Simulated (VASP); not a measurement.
Set up this calculation in VASP 6.6.1, as the native input.

```
Task                   : single point
Functional             : PBE
Potentials or basis    : VASP PAW PBE potentials, release 64 (W_sv)
Cutoff                 : 520 eV
k mesh                 : 41 × 41 × 41
Occupations            : fermi-dirac, width 0.0612256 eV
Spin                   : no spin polarisation
Dipole correction      : no
Further INCAR settings : ALGO = Normal; EDIFF = 1e-06; NBANDS = 13
```

The structure of W lies in POSCAR:

```
W
1.0
    2.6938066916      0.0000000000      0.0000000000
    0.0000000000      2.6938066916      0.0000000000
    0.0000000000      0.0000000000      2.6938066916
W
1
Direct
    0.0000000000      0.0000000000      0.0000000000
```

This isn't the form of W at room conditions, which is bcc.

One way to write it, as run:

INCAR

```
SYSTEM = W
PREC = Accurate ; ENCUT = 520
EDIFF = 1E-6 ; ISMEAR = -1
SIGMA = 0.06122561905347299 ; LREAL = .FALSE.
LASPH = .TRUE. ; NELM = 100
ALGO = Normal ; ISIF = 2
LWAVE = .FALSE. ; LCHARG = .FALSE.
GGA = PE ; NBANDS = 13
```

KPOINTS

```
regular mesh
0
G
  41 41 41
  0 0 0
```

Potentials or basis: VASP PAW PBE potentials, release 64 (W_sv).

Command:

```bash
$ cat potpaw_PBE.64/W_sv/POTCAR > POTCAR
$ mpirun -np 1 vasp_std > vasp.out
```

Results of the run:

The pressure is -11.4 GPa and the band gap on the k mesh is zero (bands 7 and 8 overlap by 2.68 eV).

Caveat: the cell stands under tension; spin-orbit coupling is left out, which moves the levels of the heavy elements.

Wall time 6.4 min on 1 thread of Oxide Virtual Turin-like Processor, on a shared host, peak memory 0.45 GiB.
